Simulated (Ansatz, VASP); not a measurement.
Al2Ru: VASP beside Ansatz

```
CELL_PARAMETERS angstrom
0.00000 3.92783 4.25353
2.31531 0.00000 4.25353
2.31531 3.92783 0.00000
ATOMIC_POSITIONS crystal
Al 0.07895 0.42105 0.07895
Al 0.42105 0.07895 0.42105
Al 0.17105 0.82895 0.17105
Al 0.82895 0.17105 0.82895
Ru 0.75000 0.75000 0.75000
Ru 0.50000 0.50000 0.50000
```

Change from the starting cell: strain -0.015 along x and y, -0.030 along z, atoms carried along.

Alike in both runs: task single point; functional PBEsol; k mesh 10 × 10 × 10; occupations gaussian, width 0.03 eV; no spin polarisation.

|  | VASP | Ansatz |
| --- | --- | --- |
| version | VASP 6.6.1 | Ansatz 0.2.0 |
| potentials or method | VASP PAW PBE potentials, release 64 (Al, Ru_pv), cutoff 520 eV | scalar-relativistic, plane waves, PAW |
| valence electrons in the cell | 40 | 44 |

|  | VASP | Ansatz | Ansatz less VASP |
| --- | --- | --- | --- |
| gap on the k mesh at the Fermi level (eV) | 0.19 | 0.19 | 0.000 |
| least direct gap on the mesh (eV) | 1.33 | 1.33 | +0.001 |
| pressure (GPa) | 13.0 | 12.8 | -0.16 |
| traceless stress, the component that is largest in VASP (GPa) | 4.36 | 4.31 | -0.049 |
| rms of the force components (eV/Å) | 0.020 | 0.020 | -0.0003 |

VASP's potentials were made for PBE, not for PBEsol. Atom by atom the forces differ by 0.000 eV/Å (rms over components). With one functional, cell and mesh, what is left measures potentials, basis and numerics. VASP's potentials hold 40 valence electrons a cell and Ansatz's 44, so a difference there can come from the potentials and not from the codes.
